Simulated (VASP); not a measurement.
# Pt (Fm-3m) in VASP: further runs

The runs below take Pt through relaxation of cell and atoms, single point, with PBE, r2SCAN.

Program: VASP 6.6.1. These are calculated values, not measurements. Logs are shortened: lines on timing, memory, paths and dates and some standing lists are left out, and cuts for length are marked.

## 1. The cell of the first run

It takes space group Fm-3m (No. 225, cubic). Conventional cell: a = 3.967 Å, b = 3.967 Å, c = 3.967 Å, α = 90.00°, β = 90.00°, γ = 90.00°. Pt (site symmetry m-3m) has 12 Pt at 2.81 Å within 3.7 Å.

## 2. Relaxation of cell and atoms, PBE

The input, INCAR:

```
SYSTEM = Pt
ALGO = Normal
EDIFF = 1E-7
EDIFFG = -0.005
ENCUT = 600
GGA = PE
IBRION = 2
ISIF = 3
ISMEAR = 0
LASPH = .TRUE.
LCHARG = .FALSE.
LREAL = .FALSE.
LWAVE = .FALSE.
NELM = 80
NSW = 100
PREC = Accurate
SIGMA = 0.1
```

The input, KPOINTS:

```
k-points
0
G
  18 18 18
  0 0 0
```

The input, POSCAR:

```
Pt
1.0
    0.0000000000      1.9836410155      1.9836410155
    1.9836410155      0.0000000000      1.9836410155
    1.9836410155      1.9836410155      0.0000000000
Pt
1
Direct
    0.0000000000      0.0000000000      0.0000000000
```

Potentials or basis: VASP PAW PBE potentials, release 64 (Pt).

Started as:

```bash
$ cat potpaw_PBE.64/Pt/POTCAR > POTCAR
$ mpirun -np 1 vasp_std > vasp.out
```

OUTCAR:

```text
SYSTEM = Pt
   EDIFF = 1E-7
   EDIFFG = -0.005
   ENCUT = 600
   GGA = PE
   IBRION = 2
   ISIF = 3
   ISMEAR = 0
   LASPH = .TRUE.
   LREAL = .FALSE.
   NELM = 80
   NSW = 100
   PREC = Accurate

 ion  position               nearest neighbor table
   1  0.000  0.000  0.000-

  LATTYP: Found a face centered cubic cell.
 ALAT       =     3.9672820310

  Lattice vectors:

 A1 = (   0.0000000000,   1.9836410155,   1.9836410155)
 A2 = (   1.9836410155,   0.0000000000,   1.9836410155)
 A3 = (   1.9836410155,   1.9836410155,   0.0000000000)

Analysis of symmetry for initial positions (statically):
=====================================================================
 Subroutine PRICEL returns:
 Original cell was already a primitive cell.

 Routine SETGRP: Setting up the symmetry group for a
 face centered cubic supercell.

 Subroutine GETGRP returns: Found 48 space group operations
 (whereof 48 operations were pure point group operations)
 out of a pool of 48 trial point group operations.

The static configuration has the point symmetry O_h .

Analysis of symmetry for dynamics (positions and initial velocities):
=====================================================================
 Subroutine PRICEL returns:
 Original cell was already a primitive cell.

 Routine SETGRP: Setting up the symmetry group for a
 face centered cubic supercell.

 Subroutine GETGRP returns: Found 48 space group operations
 (whereof 48 operations were pure point group operations)
 out of a pool of 48 trial point group operations.

The dynamic configuration has the point symmetry O_h .

 Subroutine INISYM returns: Found 48 space group operations
 (whereof 48 operations are pure point group operations),
 and found     1 'primitive' translations

----------------------------------------------------------------------------------------

                                     Primitive cell

  volume of cell :      15.6106

  direct lattice vectors                    reciprocal lattice vectors
     0.000000000  1.983641015  1.983641015    -0.252061737  0.252061737  0.252061737
     1.983641015  0.000000000  1.983641015     0.252061737 -0.252061737  0.252061737
     1.983641015  1.983641015  0.000000000     0.252061737  0.252061737 -0.252061737

  length of vectors
     2.805292027  2.805292027  2.805292027     0.436583735  0.436583735  0.436583735

  position of ions in fractional coordinates (direct lattice)
     0.000000000  0.000000000  0.000000000

  ion indices of the primitive-cell ions
   primitive index   ion index
                 1           1

----------------------------------------------------------------------------------------

 KPOINTS: k-points

Automatic generation of k-mesh.
 Grid dimensions read from file:
 generate k-points for:   18   18   18

 Generating k-lattice:

  Cartesian coordinates                     Fractional coordinates (reciprocal lattice)
    -0.014003430  0.014003430  0.014003430     0.055555556  0.000000000  0.000000000
     0.014003430 -0.014003430  0.014003430     0.000000000  0.055555556  0.000000000
     0.014003430  0.014003430 -0.014003430     0.000000000  0.000000000  0.055555556

  Length of vectors
     0.024254652  0.024254652  0.024254652

  Shift w.r.t. Gamma in fractional coordinates (k-lattice)
     0.000000000  0.000000000  0.000000000

 Subroutine IBZKPT returns following result:
 ===========================================

 Found    195 irreducible k-points:

 Following reciprocal coordinates:
            Coordinates               Weight
  0.000000  0.000000  0.000000      1.000000
  0.055556  0.000000  0.000000      8.000000
  0.111111  0.000000  0.000000      8.000000
  0.166667  0.000000  0.000000      8.000000
  0.222222  0.000000  0.000000      8.000000
  0.277778  0.000000  0.000000      8.000000
[... 16 lines left out ...]
 -0.277778  0.055556  0.000000     24.000000
 -0.222222  0.055556  0.000000     24.000000
 [... further k-points ...]
   k-points           NKPTS =    195   k-points in BZ     NKDIM =    195   number of bands    NBANDS=      9
   number of dos      NEDOS =    301   number of ions     NIONS =      1
   total plane-waves  NPLWV =  13824
   dimension x,y,z NGX =    24 NGY =   24 NGZ =   24
   dimension x,y,z NGXF=    48 NGYF=   48 NGZF=   48
   ions per type =               1
   NGX,Y,Z   is equivalent  to a cutoff of  14.22, 14.22, 14.22 a.u.
   NGXF,Y,Z  is equivalent  to a cutoff of  28.45, 28.45, 28.45 a.u.
 SYSTEM =  Pt
   PREC   = accura    normal or accurate (medium, high low for compatibility)
   ISTART =      0    job   : 0-new  1-cont  2-samecut
   ICHARG =      2    charge: 1-file 2-atom 10-const
   ISPIN  =      1    spin polarized calculation?
   LNONCOLLINEAR =      F non collinear calculations
   LSORBIT =      F    spin-orbit coupling
   LASPH  =      T    aspherical Exc in radial PAW
   ENCUT  =  600.0 eV  44.10 Ry    6.64 a.u.   5.60  5.60  5.60*2*pi/ulx,y,z
   NELM   =     80;   NELMIN=  2; NELMDL= -5     # of ELM steps
   EDIFF  = 0.1E-06   stopping-criterion for ELM
   LREAL  =      F    real-space projection
   EDIFFG = -.5E-02   stopping-criterion for IOM
   NSW    =    100    number of steps for IOM
   IBRION =      2    ionic relax: 0-MD 1-quasi-New 2-CG
   NFREE  =      1    steps in history (QN), initial steepest desc. (CG)
   ISIF   =      3    stress and relaxation
   ISYM   =      2    0-nonsym 1-usesym 2-fastsym
   POTIM  = 0.5000    time-step for ionic-motion
   TEBEG  =    0.0;   TEEND  =   0.0 temperature during run
   PSTRESS=    0.0 pullay stress
   NELECT =      10.0000    total number of electrons
   NUPDOWN=      -1.0000    fix difference up-down
   EMIN   =  10.00;   EMAX   =-10.00  energy-range for DOS
   EFERMI =   0.00;   METHOD = LEGACY
   ISMEAR =     0;   SIGMA  =   0.10  broadening in eV -4-tet -1-fermi 0-gaus
   EFERMI_NEDOS =   21; number of points for ismear=-14 and -15
   IALGO  =     38    algorithm
   IMIX   =      4    mixing-type and parameters
     AMIX     =   0.40;   BMIX     =  1.00
     AMIX_MAG =   1.60;   BMIX_MAG =  1.00
  volume/ion in A,a.u.               =      15.61       105.35
  Fermi-wavevector in a.u.,A,eV,Ry     =   1.411243  2.666862 27.097450  1.991606
  Thomas-Fermi vector in A             =   2.533114
   LORBIT       =      0    0 simple, 1 ext, 2 COOP (PROOUT), +10 PAW based schemes
   GGA     = PE    functional components
   LHFCALC =     F    Hartree Fock is set to
   AEXX    =    0.0000 exact exchange contribution
   IVDW    =     0    specifies the selected vdW correction
   LEPSILON=     F    determine dielectric tensor
   LRPA    =     F    only Hartree local field effects (RPA)
 conjugate gradient relaxation of ions
 non-spin polarized calculation
 Gauss-broadening in eV      SIGMA  =   0.10
  energy-cutoff  :      600.00
  volume of cell :       15.61
 maximum number of plane-waves:       544
   NGX = 11   NGY = 11   NGZ = 11

--------------------------------------- Ionic step        1  -------------------------------------------

 number of electron      10.0000002 magnetization

 Free energy of the ion-electron system (eV)
  ---------------------------------------------------
  ext. energy  EPLUGINS =         0.00000000
  ---------------------------------------------------
  free energy    TOTEN  =        -6.10024047 eV

  energy without entropy =       -6.08900164  energy(sigma->0) =       -6.09462105

------------------------ aborting loop because EDIFF is reached ----------------------------------------

  FORCE on cell =-STRESS in cart. coord.  units (eV):
  Direction    XX          YY          ZZ          XY          YZ          ZX
  --------------------------------------------------------------------------------------
  -------------------------------------------------------------------------------------
  Total        0.0120451      0.0120451      0.0120451     -0.0000000     -0.0000000      0.0000000
  in kB        1.2362402      1.2362402      1.2362402     -0.0000000     -0.0000000      0.0000000
  external PRESSURE =       1.2362402 kB  Pullay stress =       0.0000000 kB
[... 55 lines left out ...]
  energy  without entropy=       -6.0889544695  energy(sigma->0) =       -6.09458838

--------------------------------------- Ionic step        3  -------------------------------------------

 number of electron      10.0000002 magnetization

 Free energy of the ion-electron system (eV)
  ---------------------------------------------------
  ext. energy  EPLUGINS =         0.00000000
  ---------------------------------------------------
  free energy    TOTEN  =        -6.10024282 eV

  energy without entropy =       -6.08899676  energy(sigma->0) =       -6.09461979

 E-fermi :  10.6050     XC(G=0): -13.2816

 val. band max:       10.6046602478   @ k =  -0.3333   0.3889   0.1111
 cond. band min:      10.6157944349   @ k =   0.4444   0.1111   0.0000
 fundamental gap:      0.0111341871
 Fermi energy:        10.6049542318

 k-point     1 :       0.0000    0.0000    0.0000
  band No.  band energies     occupation
      1       0.7766      2.00000
      2       7.0250      2.00000
      3       7.0250      2.00000
      4       7.0250      2.00000
      5       9.0586      2.00000
      6       9.0586      2.00000
      7      25.3367      0.00000
      8      30.1057      0.00000
      9      30.1057      0.00000
[... 265 lines left out ...]
 k-point    24 :      -0.2222    0.0556    0.0000
  band No.  band energies     occupation
      1       2.7661      2.00000
      2       6.5630      2.00000
      3       7.3983      2.00000
      4       7.4619      2.00000
      5       8.8824      2.00000
      6       9.5228      2.00000
      7      24.0941      0.00000
      8      27.0766      0.00000
      9      31.3050      0.00000

 [... further k-points ...]
[... 5 lines left out ...]
  --------------------------------------------------------------------------------------
  -------------------------------------------------------------------------------------
  Total        0.0011526      0.0011526      0.0011526      0.0000000      0.0000000     -0.0000000
  in kB        0.1182398      0.1182398      0.1182398      0.0000000      0.0000000     -0.0000000
  external PRESSURE =       0.1182398 kB  Pullay stress =       0.0000000 kB
[... 16 lines left out ...]
  FREE ENERGIE OF THE ION-ELECTRON SYSTEM (eV)
  ---------------------------------------------------
  free  energy   TOTEN  =        -6.1002428172 eV

  energy  without entropy=       -6.0889967643  energy(sigma->0) =       -6.09461979

 reached required accuracy - stopping structural energy minimisation
```

Run time: 17 s. Hardware: 1 thread of Intel Xeon 6975P-C (Granite Rapids), shared host; peak memory 0.17 GiB.

Results:

```
Free energy                            : -6.1002 eV
Relaxed volume                         : 15.62 Å³/atom
Relaxed cell                           : a = 2.806 Å, b = 2.806 Å, c = 2.806 Å, α = 60.00°, β = 60.00°, γ = 60.00°
Space group after relaxing (to 0.05 Å) : Fm-3m (No. 225)
Energy gained by relaxing              : 0.0 meV/atom
Ionic steps                            : 3
Pressure after relaxing                : 0.0 GPa
Band gap on the k mesh                 : zero (band 5 reaches 11.06 eV, above the bottom of band 6 at 8.96 eV)
```

Final structure:
```yaml
crystal:
  lattice:
    - [0.00000, 1.98393, 1.98393]
    - [1.98393, 0.00000, 1.98393]
    - [1.98393, 1.98393, 0.00000]
  atoms:
    - { symbol: Pt, position: [0.00000, 0.00000, 0.00000] }
```

Caveat: spin-orbit coupling is left out, which moves the levels of the heavy elements.

## 3. Single point, r2SCAN

This run uses another cell than the first one, of 15.64 Å³/atom, 1.002 times its volume.

The input, POSCAR:

```
Pt
1.0
    0.0000000000      1.9850569793      1.9850569793
    1.9850569793      0.0000000000      1.9850569793
    1.9850569793      1.9850569793      0.0000000000
Pt
1
Direct
    0.0000000000      0.0000000000      0.0000000000
```

The input, INCAR.step1:

```
SYSTEM = Pt
PREC = Accurate ; ENCUT = 520
ISMEAR = 0 ; SIGMA = 0.1
LREAL = .FALSE. ; LASPH = .TRUE.
NELM = 100 ; NBANDS = 11
GGA = PE ; ALGO = Normal
EDIFF = 1E-4 ; LWAVE = .TRUE.
LCHARG = .FALSE.
```

The input, INCAR.step2:

```
SYSTEM = Pt
PREC = Accurate ; ENCUT = 520
EDIFF = 1E-6 ; ISMEAR = 0
SIGMA = 0.1 ; LREAL = .FALSE.
LASPH = .TRUE. ; NELM = 100
ALGO = Normal ; ISIF = 2
LWAVE = .FALSE. ; LCHARG = .FALSE.
METAGGA = R2SCAN ; LMIXTAU = .TRUE.
NBANDS = 11 ; ISTART = 1
```

The input, KPOINTS:

```
Automatic mesh
0
G
  18 18 18
  0 0 0
```

Potentials or basis: VASP PAW PBE potentials, release 64 (Pt).

Started as:

```bash
$ cat potpaw_PBE.64/Pt/POTCAR > POTCAR
$ cp INCAR.step1 INCAR
$ mpirun -np 1 vasp_std > vasp.out
$ cp INCAR.step2 INCAR
$ mpirun -np 1 vasp_std > vasp.out
```

Wall time 38 s (1 thread of Intel Xeon 6975P-C (Granite Rapids), shared host); peak memory 0.17 GiB.

The run converged. Its results:

| Item | Value |
| --- | --- |
| Free energy | -51.4967 eV |
| Pressure | -5.2 GPa |
| Band gap on the k mesh | zero (band 5 reaches 10.81 eV, above the bottom of band 6 at 8.58 eV) |

Levels at points of the mesh, in eV from the Fermi level:
| k point | band 3 | band 4 | band 5 | band 6 | band 7 | band 8 |
| --- | --- | --- | --- | --- | --- | --- |
| (0.00, 0.00, 0.00) | -3.69 | -3.69 | -1.66 | -1.66 | 15.58 | 20.53 |
| (0.50, 0.00, 0.00) | -3.78 | -0.15 | 0.02 | 0.02 | 5.87 | 15.21 |
| (0.50, 0.50, 0.00) | -0.07 | 0.48 | 0.48 | 2.02 | 8.94 | 11.90 |

Caveat: the PAW data sets were made with another functional, which shifts forces and pressure a little; spin-orbit coupling is left out, which moves the levels of the heavy elements.

## 4. Relaxation of cell and atoms, PBE

INCAR is that of step 2.

The input, KPOINTS:

```
k-points
0
G
  18 18 18
  0 0 0
```

The input, POSCAR:

```
Pt
1.0
    0.0000000000      1.9836410156      1.9836410156
    1.9836410156      0.0000000000      1.9836410156
    1.9836410156      1.9836410156      0.0000000000
Pt
1
Direct
    0.0000000000      0.0000000000      0.0000000000
```

Started as:

```bash
$ cat potpaw_PBE.64/Pt/POTCAR > POTCAR
$ mpirun -np 1 vasp_std > vasp.out
```

Run time: 17 s. Hardware: 1 thread of Intel Xeon 6975P-C (Granite Rapids), shared host; peak memory 0.17 GiB.

It converged, with:

```
Free energy                            : -6.1002 eV
Relaxed volume                         : 15.62 Å³/atom
Relaxed cell                           : a = 2.806 Å, b = 2.806 Å, c = 2.806 Å, α = 60.00°, β = 60.00°, γ = 60.00°
Space group after relaxing (to 0.05 Å) : Fm-3m (No. 225)
Energy gained by relaxing              : 0.0 meV/atom
Ionic steps                            : 3
Pressure after relaxing                : 0.0 GPa
Band gap on the k mesh                 : zero (band 5 reaches 11.06 eV, above the bottom of band 6 at 8.96 eV)
```

Final structure:
```cif
data_structure
_symmetry_space_group_name_H-M 'P 1'
_symmetry_Int_Tables_number 1
_cell_length_a 2.8057
_cell_length_b 2.8057
_cell_length_c 2.8057
_cell_angle_alpha 60.000
_cell_angle_beta 60.000
_cell_angle_gamma 60.000
_cell_volume 15.62
loop_
_atom_site_label
_atom_site_type_symbol
_atom_site_fract_x
_atom_site_fract_y
_atom_site_fract_z
_atom_site_occupancy
Pt1 Pt 0.00000 0.00000 0.00000 1
```

Levels at points of the mesh, in eV from the Fermi level:
| k point | band 2 | band 3 | band 4 | band 5 | band 6 | band 7 | band 8 | band 9 |
| --- | --- | --- | --- | --- | --- | --- | --- | --- |
| (0.00, 0.00, 0.00) | -3.58 | -3.58 | -3.58 | -1.55 | -1.55 | 14.73 | 19.50 | 19.50 |
| (0.50, 0.00, 0.00) | -3.64 | -3.64 | -0.33 | 0.03 | 0.03 | 5.58 | 14.29 | 18.74 |
| (0.50, 0.50, 0.00) | -6.26 | 0.00 | 0.45 | 0.45 | 1.85 | 8.51 | 11.28 | 11.28 |

Caveat: spin-orbit coupling is left out, which moves the levels of the heavy elements.

(Part 1 of 2 ends here.)
